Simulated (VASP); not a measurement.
# SrTiO3 (spin) (Pm-3m) in VASP: single point with PBE

Aim: the single point of SrTiO3 (spin) with PBE.

All numbers are computed with VASP 6.6.1; they aren't measurements. Logs are shortened: lines on timing, memory, paths and dates and some standing lists are left out, and cuts for length are marked.

**1. The cell of the first run**

Symmetry: Pm-3m, No. 221, cubic system. The conventional cell has a = 3.936 Å, b = 3.936 Å, c = 3.936 Å, α = 90.00°, β = 90.00°, γ = 90.00°. Within 3.7 Å of Sr (site symmetry m-3m) lie 12 O at 2.78 Å and 8 Ti at 3.41 Å. Within 2.6 Å of Ti (site symmetry m-3m) lie 6 O at 1.97 Å. O (site symmetry 4/mmm) has 2 Ti at 1.97 Å within 2.6 Å.

**2. Single point, PBE**

Contents of INCAR:

```
  ALGO = Normal
  EDIFF = 1E-6
  ENCUT = 520
  GGA = PE
  ISIF = 2
  ISMEAR = 0
  LASPH = T
  LCHARG = F
  LREAL = F
  LWAVE = F
  NBANDS = 28
  NELM = 80
  PREC = Accurate
  SIGMA = 0.02
```

Contents of KPOINTS:

```
k-points
0
Gamma
  8 8 8
```

Contents of POSCAR:

```
SrTiO3
1.0
    3.9364041295      0.0000000000      0.0000000000
    0.0000000000      3.9364041295      0.0000000000
    0.0000000000      0.0000000000      3.9364041295
Sr Ti O
1 1 3
Direct
    0.5000000000      0.5000000000      0.5000000000
    0.0000000000      0.0000000000      0.0000000000
    0.5000000000      0.0000000000      0.0000000000
    0.0000000000      0.5000000000      0.0000000000
    0.0000000000      0.0000000000      0.5000000000
```

Potentials or basis: VASP PAW PBE potentials, release 64 (Sr_sv, Ti_sv, O).

Run with:

```console
cat potpaw_PBE.64/Sr_sv/POTCAR potpaw_PBE.64/Ti_sv/POTCAR potpaw_PBE.64/O/POTCAR > POTCAR
mpirun -np 1 vasp_std > vasp.out
```

OUTCAR:

```text
EDIFF = 1E-6
   ENCUT = 520
   GGA = PE
   ISIF = 2
   ISMEAR = 0
   LASPH = T
   LREAL = F
   NELM = 80
   PREC = Accurate

 ion  position               nearest neighbor table
   1  0.500  0.500  0.500-   3 2.78   4 2.78   5 2.78   3 2.78   4 2.78   3 2.78   5 2.78   3 2.78
                             4 2.78   5 2.78   4 2.78   5 2.78   2 3.41   2 3.41   2 3.41   2 3.41
   2  0.000  0.000  0.000-   3 1.97   4 1.97   5 1.97   5 1.97   4 1.97   3 1.97   1 3.41   1 3.41
                             1 3.41   1 3.41   1 3.41   1 3.41   1 3.41   1 3.41
   3  0.500  0.000  0.000-   2 1.97   2 1.97   1 2.78   1 2.78   1 2.78   1 2.78
   4  0.000  0.500  0.000-   2 1.97   2 1.97   1 2.78   1 2.78   1 2.78   1 2.78
   5  0.000  0.000  0.500-   2 1.97   2 1.97   1 2.78   1 2.78   1 2.78   1 2.78

  LATTYP: Found a simple cubic cell.
 ALAT       =     3.9364041295

  Lattice vectors:

 A1 = (   3.9364041295,   0.0000000000,   0.0000000000)
 A2 = (   0.0000000000,   3.9364041295,   0.0000000000)
 A3 = (   0.0000000000,   0.0000000000,   3.9364041295)

Analysis of symmetry for initial positions (statically):
=====================================================================
 Subroutine PRICEL returns:
 Original cell was already a primitive cell.

 Routine SETGRP: Setting up the symmetry group for a
 simple cubic supercell.

 Subroutine GETGRP returns: Found 48 space group operations
 (whereof 48 operations were pure point group operations)
 out of a pool of 48 trial point group operations.

The static configuration has the point symmetry O_h .

Analysis of symmetry for dynamics (positions and initial velocities):
=====================================================================
 Subroutine PRICEL returns:
 Original cell was already a primitive cell.

 Routine SETGRP: Setting up the symmetry group for a
 simple cubic supercell.

 Subroutine GETGRP returns: Found 48 space group operations
 (whereof 48 operations were pure point group operations)
 out of a pool of 48 trial point group operations.

The dynamic configuration has the point symmetry O_h .

 Subroutine INISYM returns: Found 48 space group operations
 (whereof 48 operations are pure point group operations),
 and found     1 'primitive' translations

----------------------------------------------------------------------------------------

                                     Primitive cell

  volume of cell :      60.9957

  direct lattice vectors                    reciprocal lattice vectors
     3.936404130  0.000000000  0.000000000     0.254038957  0.000000000  0.000000000
     0.000000000  3.936404130  0.000000000     0.000000000  0.254038957  0.000000000
     0.000000000  0.000000000  3.936404130     0.000000000  0.000000000  0.254038957

  length of vectors
     3.936404130  3.936404130  3.936404130     0.254038957  0.254038957  0.254038957

  position of ions in fractional coordinates (direct lattice)
     0.500000000  0.500000000  0.500000000
     0.000000000  0.000000000  0.000000000
     0.500000000  0.000000000  0.000000000
     0.000000000  0.500000000  0.000000000
     0.000000000  0.000000000  0.500000000

  ion indices of the primitive-cell ions
   primitive index   ion index
                 1           1
                 2           2
                 3           3
                 4           4
                 5           5

----------------------------------------------------------------------------------------

 KPOINTS: k-points

Automatic generation of k-mesh.
 Grid dimensions read from file:
 generate k-points for:    8    8    8

 Generating k-lattice:

  Cartesian coordinates                     Fractional coordinates (reciprocal lattice)
     0.031754870  0.000000000  0.000000000     0.125000000  0.000000000  0.000000000
     0.000000000  0.031754870  0.000000000     0.000000000  0.125000000  0.000000000
     0.000000000  0.000000000  0.031754870     0.000000000  0.000000000  0.125000000

  Length of vectors
     0.031754870  0.031754870  0.031754870

  Shift w.r.t. Gamma in fractional coordinates (k-lattice)
     0.000000000  0.000000000  0.000000000

 Subroutine IBZKPT returns following result:
 ===========================================

 Found     35 irreducible k-points:

 Following reciprocal coordinates:
            Coordinates               Weight
  0.000000  0.000000  0.000000      1.000000
  0.125000  0.000000  0.000000      6.000000
  0.250000  0.000000  0.000000      6.000000
  0.375000  0.000000  0.000000      6.000000
  0.500000  0.000000  0.000000      3.000000
  0.125000  0.125000  0.000000     12.000000
[... 16 lines left out ...]
  0.375000  0.375000  0.125000     24.000000
  0.500000  0.375000  0.125000     24.000000
 [... further k-points ...]
   k-points           NKPTS =     35   k-points in BZ     NKDIM =     35   number of bands    NBANDS=     28
   number of dos      NEDOS =    301   number of ions     NIONS =      5
   total plane-waves  NPLWV =  27000
   dimension x,y,z NGX =    30 NGY =   30 NGZ =   30
   dimension x,y,z NGXF=    60 NGYF=   60 NGZF=   60
   ions per type =               1   1   3
   NGX,Y,Z   is equivalent  to a cutoff of  12.67, 12.67, 12.67 a.u.
   NGXF,Y,Z  is equivalent  to a cutoff of  25.34, 25.34, 25.34 a.u.
 SYSTEM =  unknown system
   PREC   = accura    normal or accurate (medium, high low for compatibility)
   ISTART =      0    job   : 0-new  1-cont  2-samecut
   ICHARG =      2    charge: 1-file 2-atom 10-const
   ISPIN  =      1    spin polarized calculation?
   LNONCOLLINEAR =      F non collinear calculations
   LSORBIT =      F    spin-orbit coupling
   LASPH  =      T    aspherical Exc in radial PAW
   ENCUT  =  520.0 eV  38.22 Ry    6.18 a.u.   7.32  7.32  7.32*2*pi/ulx,y,z
   NELM   =     80;   NELMIN=  2; NELMDL= -5     # of ELM steps
   EDIFF  = 0.1E-05   stopping-criterion for ELM
   LREAL  =      F    real-space projection
   EDIFFG = 0.1E-04   stopping-criterion for IOM
   NSW    =      0    number of steps for IOM
   IBRION =     -1    ionic relax: 0-MD 1-quasi-New 2-CG
   NFREE  =      0    steps in history (QN), initial steepest desc. (CG)
   ISIF   =      2    stress and relaxation
   ISYM   =      2    0-nonsym 1-usesym 2-fastsym
   POTIM  = 0.5000    time-step for ionic-motion
   TEBEG  =    0.0;   TEEND  =   0.0 temperature during run
   PSTRESS=    0.0 pullay stress
   NELECT =      40.0000    total number of electrons
   NUPDOWN=      -1.0000    fix difference up-down
   EMIN   =  10.00;   EMAX   =-10.00  energy-range for DOS
   EFERMI =   0.00;   METHOD = LEGACY
   ISMEAR =     0;   SIGMA  =   0.02  broadening in eV -4-tet -1-fermi 0-gaus
   EFERMI_NEDOS =   21; number of points for ismear=-14 and -15
   IALGO  =     38    algorithm
   IMIX   =      4    mixing-type and parameters
     AMIX     =   0.40;   BMIX     =  1.00
     AMIX_MAG =   1.60;   BMIX_MAG =  1.00
  volume/ion in A,a.u.               =      12.20        82.32
  Fermi-wavevector in a.u.,A,eV,Ry     =   1.422313  2.687782 27.524232  2.022974
  Thomas-Fermi vector in A             =   2.543030
   LORBIT       =      0    0 simple, 1 ext, 2 COOP (PROOUT), +10 PAW based schemes
   GGA     = PE    functional components
   LHFCALC =     F    Hartree Fock is set to
   AEXX    =    0.0000 exact exchange contribution
   IVDW    =     0    specifies the selected vdW correction
   LEPSILON=     F    determine dielectric tensor
   LRPA    =     F    only Hartree local field effects (RPA)
 non-spin polarized calculation
 Gauss-broadening in eV      SIGMA  =   0.02
  energy-cutoff  :      520.00
  volume of cell :       61.00
 maximum number of plane-waves:      1671
 NGX is ok and might be reduce to    30
   NGX = 15   NGY = 15   NGZ = 15

 number of electron      39.9999990 magnetization

 Free energy of the ion-electron system (eV)
  ---------------------------------------------------
  ext. energy  EPLUGINS =         0.00000000
  ---------------------------------------------------
  free energy    TOTEN  =       -40.10326456 eV

  energy without entropy =      -40.10326456  energy(sigma->0) =      -40.10326456

 E-fermi :   4.1506     XC(G=0): -11.1445

 val. band max:        3.9706464578   @ k =   0.5000   0.5000   0.5000
 cond. band min:       5.7805467519   @ k =   0.0000   0.0000   0.0000
 fundamental gap:      1.8099002942
 Fermi energy:         4.1505892509

 k-point     1 :       0.0000    0.0000    0.0000
  band No.  band energies     occupation
      1     -52.5941      2.00000
      2     -28.8946      2.00000
      3     -28.8250      2.00000
      4     -28.8250      2.00000
      5     -28.8250      2.00000
      6     -13.3704      2.00000
[... 20 lines left out ...]
     27       9.3471      0.00000
     28       9.9715      0.00000

 k-point     2 :       0.1250    0.0000    0.0000
  band No.  band energies     occupation
      1     -52.5939      2.00000
      2     -28.9115      2.00000
      3     -28.8246      2.00000
      4     -28.8246      2.00000
      5     -28.8143      2.00000
      6     -13.3761      2.00000
[... 20 lines left out ...]
     27       9.6149      0.00000
     28      10.3397      0.00000

 k-point     3 :       0.2500    0.0000    0.0000
  band No.  band energies     occupation
      1     -52.5934      2.00000
      2     -28.9441      2.00000
      3     -28.8237      2.00000
      4     -28.8237      2.00000
      5     -28.7968      2.00000
      6     -13.4357      2.00000
[... 20 lines left out ...]
     27      10.2568      0.00000
     28      11.3497      0.00000

 k-point     4 :       0.3750    0.0000    0.0000
  band No.  band energies     occupation
      1     -52.5929      2.00000
      2     -28.9721      2.00000
      3     -28.8228      2.00000
      4     -28.8228      2.00000
      5     -28.7835      2.00000
      6     -13.5339      2.00000
[... 578 lines left out ...]
     27      11.9893      0.00000
     28      12.2489      0.00000

 k-point    23 :       0.3750    0.3750    0.1250
  band No.  band energies     occupation
      1     -52.5916      2.00000
      2     -28.9165      2.00000
      3     -28.8770      2.00000
      4     -28.8316      2.00000
      5     -28.8185      2.00000
      6     -12.9779      2.00000
[... 20 lines left out ...]
     27      12.0376      0.00000
     28      12.4835      0.00000

 k-point    24 :       0.5000    0.3750    0.1250
  band No.  band energies     occupation
      1     -52.5914      2.00000
      2     -28.9106      2.00000
      3     -28.8766      2.00000
      4     -28.8326      2.00000
      5     -28.8297      2.00000
      6     -12.8919      2.00000
[... 20 lines left out ...]
     27      12.0929      0.00000
     28      12.5841      0.00000

 [... further k-points ...]

------------------------ aborting loop because EDIFF is reached ----------------------------------------

  FORCE on cell =-STRESS in cart. coord.  units (eV):
  Direction    XX          YY          ZZ          XY          YZ          ZX
  --------------------------------------------------------------------------------------
  -------------------------------------------------------------------------------------
  Total        0.2444675      0.2444675      0.2444675     -0.0000000      0.0000000     -0.0000000
  in kB        6.4214438      6.4214438      6.4214438     -0.0000000      0.0000000     -0.0000000
  external PRESSURE =       6.4214438 kB  Pullay stress =       0.0000000 kB

 VOLUME and BASIS-vectors are now :
 -----------------------------------------------------------------------------
  energy-cutoff  :      520.00
  volume of cell :       61.00
      direct lattice vectors                 reciprocal lattice vectors
     3.936404130  0.000000000  0.000000000     0.254038957  0.000000000  0.000000000
     0.000000000  3.936404130  0.000000000     0.000000000  0.254038957  0.000000000
     0.000000000  0.000000000  3.936404130     0.000000000  0.000000000  0.254038957

 POSITION                                       TOTAL-FORCE (eV/Angst)
 -----------------------------------------------------------------------------------
      1.96820      1.96820      1.96820         0.000000      0.000000      0.000000
      0.00000      0.00000      0.00000         0.000000      0.000000      0.000000
      1.96820      0.00000      0.00000         0.000000      0.000000      0.000000
      0.00000      1.96820      0.00000         0.000000      0.000000      0.000000
      0.00000      0.00000      1.96820         0.000000      0.000000      0.000000
 -----------------------------------------------------------------------------------
    total drift:                                0.000000     -0.000000      0.000000

  FREE ENERGIE OF THE ION-ELECTRON SYSTEM (eV)
  ---------------------------------------------------
  free  energy   TOTEN  =       -40.1032645646 eV

  energy  without entropy=      -40.1032645646  energy(sigma->0) =      -40.10326456
```

Wall time 38 s (1 thread of Intel Xeon Platinum 8559C (Emerald Rapids), shared host); peak memory 0.21 GiB.

What came out:

```yaml
Free_energy: -40.1033 eV
Pressure: 0.6 GPa
Band_gap_on_the_k_mesh: 1.81 eV, indirect (least direct gap 2.18 eV)
```

Levels at points of the mesh, in eV from the valence-band top:
```csv
k point,band 16,band 17,band 18,band 19,band 20,band 21,band 22,band 23,band 24,band 25
"(0.00, 0.00, 0.00)",-1.13,-1.13,-0.37,-0.37,-0.37,1.81,1.81,1.81,4.14,4.14
"(0.50, 0.00, 0.00)",-2.29,-2.29,-1.91,-0.73,-0.73,1.97,3.66,3.66,4.15,6.28
"(0.50, 0.50, 0.00)",-2.77,-1.74,-1.54,-1.54,-0.09,3.66,3.66,4.11,5.08,7.77
"(0.50, 0.50, 0.50)",-3.67,-3.67,0.00,0.00,0.00,4.31,4.31,4.31,6.85,6.85
```
